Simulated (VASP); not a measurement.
# BAs (base) (F-43m) in VASP: further runs

Runs on BAs (base). Level: PBEsol. Tasks: single point, relaxation of cell and atoms.

Everything below comes from runs of VASP 6.6.1. Logs are shortened: lines on timing, memory, paths and dates and some standing lists are left out, and cuts for length are marked.

## 1. The cell of the first run

The structure is cubic, space group F-43m (No. 216). The conventional cell has a = 4.777 Å, b = 4.777 Å, c = 4.777 Å, α = 90.00°, β = 90.00°, γ = 90.00°. Within 2.7 Å of B (site symmetry -43m) lie 4 As at 2.07 Å. As (site symmetry -43m) has 4 B at 2.07 Å within 2.7 Å.

## 2. Single point, PBEsol

INCAR

```
ALGO = Normal
EDIFF = 1E-6
ENCUT = 500
GGA = PS
GGA_COMPAT = F
ISIF = 2
ISMEAR = 0
LASPH = T
LCHARG = T
LELF = T
LREAL = F
LVHAR = T
LWAVE = F
NBANDS = 11
NELM = 120
PREC = Accurate
SIGMA = 0.1
```

KPOINTS

```
k-points
0
Gamma
  6 6 6
```

POSCAR

```
BAs
1.0
    0.0000000000      2.3885000000      2.3885000000
    2.3885000000      0.0000000000      2.3885000000
    2.3885000000      2.3885000000      0.0000000000
B As
1 1
Direct
    0.0000000000      0.0000000000      0.0000000000
    0.7500000000      0.7500000000      0.7500000000
```

Potentials or basis: VASP PAW PBE potentials, release 64 (B, As).

Run with:

```console
$ cat potpaw_PBE.64/B/POTCAR potpaw_PBE.64/As/POTCAR > POTCAR
$ mpirun -np 1 vasp_std > vasp.out
```

OUTCAR:

```text
EDIFF = 1E-6
   ENCUT = 500
   GGA = PS
   ISIF = 2
   ISMEAR = 0
   LASPH = T
   LREAL = F
   NELM = 120
   PREC = Accurate

 ion  position               nearest neighbor table
   1  0.000  0.000  0.000-   2 2.07   2 2.07   2 2.07   2 2.07
   2  0.750  0.750  0.750-   1 2.07   1 2.07   1 2.07   1 2.07

  LATTYP: Found a face centered cubic cell.
 ALAT       =     4.7770000000

  Lattice vectors:

 A1 = (   0.0000000000,   2.3885000000,   2.3885000000)
 A2 = (   2.3885000000,   0.0000000000,   2.3885000000)
 A3 = (   2.3885000000,   2.3885000000,   0.0000000000)

Analysis of symmetry for initial positions (statically):
=====================================================================
 Subroutine PRICEL returns:
 Original cell was already a primitive cell.

 Routine SETGRP: Setting up the symmetry group for a
 face centered cubic supercell.

 Subroutine GETGRP returns: Found 24 space group operations
 (whereof 24 operations were pure point group operations)
 out of a pool of 48 trial point group operations.

The static configuration has the point symmetry T_d .

Analysis of symmetry for dynamics (positions and initial velocities):
=====================================================================
 Subroutine PRICEL returns:
 Original cell was already a primitive cell.

 Routine SETGRP: Setting up the symmetry group for a
 face centered cubic supercell.

 Subroutine GETGRP returns: Found 24 space group operations
 (whereof 24 operations were pure point group operations)
 out of a pool of 48 trial point group operations.

The dynamic configuration has the point symmetry T_d .

 Subroutine INISYM returns: Found 24 space group operations
 (whereof 24 operations are pure point group operations),
 and found     1 'primitive' translations

----------------------------------------------------------------------------------------

                                     Primitive cell

  volume of cell :      27.2525

  direct lattice vectors                    reciprocal lattice vectors
     0.000000000  2.388500000  2.388500000    -0.209336404  0.209336404  0.209336404
     2.388500000  0.000000000  2.388500000     0.209336404 -0.209336404  0.209336404
     2.388500000  2.388500000  0.000000000     0.209336404  0.209336404 -0.209336404

  length of vectors
     3.377849094  3.377849094  3.377849094     0.362581287  0.362581287  0.362581287

  position of ions in fractional coordinates (direct lattice)
     0.000000000  0.000000000  0.000000000
     0.750000000  0.750000000  0.750000000

  ion indices of the primitive-cell ions
   primitive index   ion index
                 1           1
                 2           2

----------------------------------------------------------------------------------------

 KPOINTS: k-points

Automatic generation of k-mesh.
 Grid dimensions read from file:
 generate k-points for:    6    6    6

 Generating k-lattice:

  Cartesian coordinates                     Fractional coordinates (reciprocal lattice)
    -0.034889401  0.034889401  0.034889401     0.166666667  0.000000000  0.000000000
     0.034889401 -0.034889401  0.034889401     0.000000000  0.166666667  0.000000000
     0.034889401  0.034889401 -0.034889401     0.000000000  0.000000000  0.166666667

  Length of vectors
     0.060430214  0.060430214  0.060430214

  Shift w.r.t. Gamma in fractional coordinates (k-lattice)
     0.000000000  0.000000000  0.000000000

 Subroutine IBZKPT returns following result:
 ===========================================

 Found     16 irreducible k-points:

 Following reciprocal coordinates:
            Coordinates               Weight
  0.000000  0.000000  0.000000      1.000000
  0.166667  0.000000  0.000000      8.000000
  0.333333  0.000000  0.000000      8.000000
  0.500000  0.000000  0.000000      4.000000
  0.166667  0.166667  0.000000      6.000000
  0.333333  0.166667  0.000000     24.000000
[... 8 lines left out ...]
 -0.333333  0.333333  0.166667     24.000000
 -0.333333  0.500000  0.166667     12.000000
   k-points           NKPTS =     16   k-points in BZ     NKDIM =     16   number of bands    NBANDS=     11
   number of dos      NEDOS =    301   number of ions     NIONS =      2
   total plane-waves  NPLWV =  21952
   dimension x,y,z NGX =    28 NGY =   28 NGZ =   28
   dimension x,y,z NGXF=    56 NGYF=   56 NGZF=   56
   ions per type =               1   1
   NGX,Y,Z   is equivalent  to a cutoff of  13.78, 13.78, 13.78 a.u.
   NGXF,Y,Z  is equivalent  to a cutoff of  27.56, 27.56, 27.56 a.u.
 SYSTEM =  unknown system
   PREC   = accura    normal or accurate (medium, high low for compatibility)
   ISTART =      0    job   : 0-new  1-cont  2-samecut
   ICHARG =      2    charge: 1-file 2-atom 10-const
   ISPIN  =      1    spin polarized calculation?
   LNONCOLLINEAR =      F non collinear calculations
   LSORBIT =      F    spin-orbit coupling
   LASPH  =      T    aspherical Exc in radial PAW
   ENCUT  =  500.0 eV  36.75 Ry    6.06 a.u.   6.16  6.16  6.16*2*pi/ulx,y,z
   NELM   =    120;   NELMIN=  2; NELMDL= -5     # of ELM steps
   EDIFF  = 0.1E-05   stopping-criterion for ELM
   LREAL  =      F    real-space projection
   EDIFFG = 0.1E-04   stopping-criterion for IOM
   NSW    =      0    number of steps for IOM
   IBRION =     -1    ionic relax: 0-MD 1-quasi-New 2-CG
   NFREE  =      0    steps in history (QN), initial steepest desc. (CG)
   ISIF   =      2    stress and relaxation
   ISYM   =      2    0-nonsym 1-usesym 2-fastsym
   POTIM  = 0.5000    time-step for ionic-motion
   TEBEG  =    0.0;   TEEND  =   0.0 temperature during run
   PSTRESS=    0.0 pullay stress
   NELECT =       8.0000    total number of electrons
   NUPDOWN=      -1.0000    fix difference up-down
   EMIN   =  10.00;   EMAX   =-10.00  energy-range for DOS
   EFERMI =   0.00;   METHOD = LEGACY
   ISMEAR =     0;   SIGMA  =   0.10  broadening in eV -4-tet -1-fermi 0-gaus
   EFERMI_NEDOS =   21; number of points for ismear=-14 and -15
   IALGO  =     38    algorithm
   IMIX   =      4    mixing-type and parameters
     AMIX     =   0.40;   BMIX     =  1.00
     AMIX_MAG =   1.60;   BMIX_MAG =  1.00
  volume/ion in A,a.u.               =      13.63        91.95
  Fermi-wavevector in a.u.,A,eV,Ry     =   1.088018  2.056057 16.106360  1.183784
  Thomas-Fermi vector in A             =   2.224191
   LORBIT       =      0    0 simple, 1 ext, 2 COOP (PROOUT), +10 PAW based schemes
   GGA     = PS    functional components
   LHFCALC =     F    Hartree Fock is set to
   AEXX    =    0.0000 exact exchange contribution
   IVDW    =     0    specifies the selected vdW correction
   LEPSILON=     F    determine dielectric tensor
   LRPA    =     F    only Hartree local field effects (RPA)
 non-spin polarized calculation
 Gauss-broadening in eV      SIGMA  =   0.10
  energy-cutoff  :      500.00
  volume of cell :       27.25
 maximum number of plane-waves:       701
 NGX is ok and might be reduce to    28
   NGX = 13   NGY = 13   NGZ = 13

 number of electron       8.0000000 magnetization

 Free energy of the ion-electron system (eV)
  ---------------------------------------------------
  ext. energy  EPLUGINS =         0.00000000
  ---------------------------------------------------
  free energy    TOTEN  =       -12.18394211 eV

  energy without entropy =      -12.18394211  energy(sigma->0) =      -12.18394211

 E-fermi :   6.4711     XC(G=0): -10.7284

 val. band max:        6.0504963294   @ k =   0.0000   0.0000   0.0000
 cond. band min:       7.2303799463   @ k =   0.3333   0.3333   0.0000
 fundamental gap:      1.1798836169
 Fermi energy:         6.4710841014

 k-point     1 :       0.0000    0.0000    0.0000
  band No.  band energies     occupation
      1      -9.3888      2.00000
      2       6.0505      2.00000
      3       6.0505      2.00000
      4       6.0505      2.00000
      5       9.2875      0.00000
      6       9.2875      0.00000
      7       9.2875      0.00000
      8      10.7323      0.00000
      9      15.3940      0.00000
     10      18.9770      0.00000
     11      18.9770      0.00000

 k-point     2 :       0.1667    0.0000    0.0000
  band No.  band energies     occupation
      1      -8.9348      2.00000
      2       3.0730      2.00000
      3       5.3627      2.00000
      4       5.3627      2.00000
      5       9.3104      0.00000
      6      10.1794      0.00000
      7      10.1794      0.00000
      8      12.6764      0.00000
      9      16.8395      0.00000
     10      17.2573      0.00000
     11      17.2573      0.00000

 k-point     3 :       0.3333    0.0000    0.0000
  band No.  band energies     occupation
      1      -7.6643      2.00000
      2      -0.7261      2.00000
      3       4.5261      2.00000
      4       4.5261      2.00000
      5       8.8728      0.00000
      6      10.8317      0.00000
      7      10.8317      0.00000
      8      14.6286      0.00000
      9      17.3574      0.00000
     10      17.9982      0.00000
     11      17.9982      0.00000

 k-point     4 :       0.5000    0.0000    0.0000
  band No.  band energies     occupation
      1      -6.5037      2.00000
      2      -2.7848      2.00000
      3       4.2203      2.00000
      4       4.2203      2.00000
      5       8.7030      0.00000
      6      10.7735      0.00000
      7      10.7735      0.00000
      8      14.7530      0.00000
      9      18.6045      0.00000
     10      20.5455      0.00000
     11      20.5455      0.00000

 k-point     5 :       0.1667    0.1667    0.0000
  band No.  band energies     occupation
      1      -8.7818      2.00000
      2       3.7668      2.00000
      3       4.3215      2.00000
      4       4.3215      2.00000
      5       8.2256      0.00000
      6      11.6475      0.00000
      7      11.6606      0.00000
      8      11.6606      0.00000
      9      15.6437      0.00000
     10      17.6227      0.00000
     11      19.6413      0.00000
[... 99 lines left out ...]
 k-point    13 :       0.5000    0.5000    0.0000
  band No.  band energies     occupation
      1      -5.1938      2.00000
      2      -2.4838      2.00000
      3       1.9430      2.00000
      4       1.9430      2.00000
      5       7.3593      0.00000
      6       7.3850      0.00000
      7      17.3943      0.00000
      8      17.3943      0.00000
      9      18.8280      0.00000
     10      23.2194      0.00000
     11      23.7829      0.00000

 k-point    14 :       0.5000    0.3333    0.1667
  band No.  band energies     occupation
      1      -6.5808      2.00000
      2      -0.7131      2.00000
      3       1.1292      2.00000
      4       2.8031      2.00000
      5       9.7648      0.00000
      6      11.1525      0.00000
      7      11.8576      0.00000
      8      15.0649      0.00000
      9      17.4180      0.00000
     10      19.6895      0.00000
     11      22.0289      0.00000

 k-point    15 :      -0.3333    0.3333    0.1667
  band No.  band energies     occupation
      1      -5.5488      2.00000
      2      -2.0128      2.00000
      3       0.5880      2.00000
      4       2.1460      2.00000
      5      10.3067      0.00000
      6      11.2201      0.00000
      7      13.4589      0.00000
      8      14.8785      0.00000
      9      16.2222      0.00000
     10      20.4386      0.00000
     11      22.2319      0.00000

 k-point    16 :      -0.3333    0.5000    0.1667
  band No.  band energies     occupation
      1      -5.0718      2.00000
      2      -2.1501      2.00000
      3       0.8440      2.00000
      4       1.0381      2.00000
      5       9.7460      0.00000
      6       9.9441      0.00000
      7      14.6606      0.00000
      8      14.8673      0.00000
      9      18.3058      0.00000
     10      21.6334      0.00000
     11      21.8043      0.00000

------------------------ aborting loop because EDIFF is reached ----------------------------------------

  FORCE on cell =-STRESS in cart. coord.  units (eV):
  Direction    XX          YY          ZZ          XY          YZ          ZX
  --------------------------------------------------------------------------------------
  -------------------------------------------------------------------------------------
  Total        0.0168245      0.0168245      0.0168245     -0.0000000      0.0000000     -0.0000000
  in kB        0.9891159      0.9891159      0.9891159     -0.0000000      0.0000000     -0.0000000
  external PRESSURE =       0.9891159 kB  Pullay stress =       0.0000000 kB

 VOLUME and BASIS-vectors are now :
 -----------------------------------------------------------------------------
  energy-cutoff  :      500.00
  volume of cell :       27.25
      direct lattice vectors                 reciprocal lattice vectors
     0.000000000  2.388500000  2.388500000    -0.209336404  0.209336404  0.209336404
     2.388500000  0.000000000  2.388500000     0.209336404 -0.209336404  0.209336404
     2.388500000  2.388500000  0.000000000     0.209336404  0.209336404 -0.209336404

 POSITION                                       TOTAL-FORCE (eV/Angst)
 -----------------------------------------------------------------------------------
      0.00000      0.00000      0.00000        -0.000000     -0.000000     -0.000000
      3.58275      3.58275      3.58275         0.000000      0.000000      0.000000
 -----------------------------------------------------------------------------------
    total drift:                                0.000000      0.000000      0.000000

  FREE ENERGIE OF THE ION-ELECTRON SYSTEM (eV)
  ---------------------------------------------------
  free  energy   TOTEN  =       -12.1839421110 eV

  energy  without entropy=      -12.1839421110  energy(sigma->0) =      -12.18394211
```

It took 7.6 s on 1 thread of AMD EPYC 7R43 (Zen 3), shared host; peak memory 0.11 GiB.

What came out:

- Free energy: -12.1839 eV
- Pressure: 0.1 GPa
- Band gap on the k mesh: 1.18 eV, indirect (least direct gap 3.24 eV)

Levels at points of the mesh, in eV from the valence-band top:
```csv
k point,band 1,band 2,band 3,band 4,band 5,band 6,band 7,band 8
"(0.00, 0.00, 0.00)",-15.44,0.00,0.00,0.00,3.24,3.24,3.24,4.68
"(0.50, 0.00, 0.00)",-12.55,-8.84,-1.83,-1.83,2.65,4.72,4.72,8.70
"(0.50, 0.50, 0.00)",-11.24,-8.53,-4.11,-4.11,1.31,1.33,11.34,11.34
```

Caveat: the PAW data sets were made with another functional, which shifts forces and pressure a little. A k mesh can miss the band edges.

[end of part 1 of 2]
